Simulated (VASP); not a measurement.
Wanted: the native input for a VASP 6.6.1 run.

```
Task                   : single point
Functional             : PBEsol
Potentials or basis    : VASP PAW PBE potentials, release 64 (Rb_sv, Br)
Cutoff                 : 520 eV
k mesh                 : 7 × 7 × 7
Occupations            : fermi-dirac, width 0.03 eV
Spin                   : no spin polarisation
Dipole correction      : no
Further INCAR settings : ALGO = Normal; EDIFF = 1e-06; NBANDS = 15
```

The structure of RbBr lies in POSCAR:

```
RbBr
1.0
    0.0000000000      3.4044959512      3.4044959512
    3.4044959512      0.0000000000      3.4044959512
    3.4044959512      3.4044959512      0.0000000000
Rb Br
1 1
Direct
    0.0000000000      0.0000000000      0.0000000000
    0.5000000000      0.5000000000      0.5000000000
```

This cell differs from its parent crystal: volume scaled by 0.98.

These files were run (other wordings do the same):

INCAR

```
SYSTEM = RbBr
  ALGO = Normal
  EDIFF = 1E-6
  ENCUT = 520
  GGA = PS
  ISIF = 2
  ISMEAR = -1
  LASPH = .True.
  LCHARG = .True.
  LELF = .True.
  LREAL = .False.
  LVHAR = .True.
  LWAVE = .False.
  NBANDS = 15
  NELM = 80
  PREC = Accurate
  SIGMA = 0.03
```

KPOINTS

```
k-points
0
Gamma
  7 7 7
  0 0 0
```

Potentials or basis: VASP PAW PBE potentials, release 64 (Rb_sv, Br).

Command:

```console
$ cat potpaw_PBE.64/Rb_sv/POTCAR potpaw_PBE.64/Br/POTCAR > POTCAR
$ mpirun -np 1 vasp_std > vasp.out
```

It gave:

```
Pressure               : 0.3 GPa
Band gap on the k mesh : 4.26 eV, direct
```

Caveat: the PAW data sets were made with another functional, which shifts forces and pressure a little.

Wall time 29 s on 1 thread of Intel(R) Xeon(R) Platinum 8259CL CPU @ 2.50GHz (Skylake/Cascade Lake), on a shared host, peak memory 0.2 GiB.
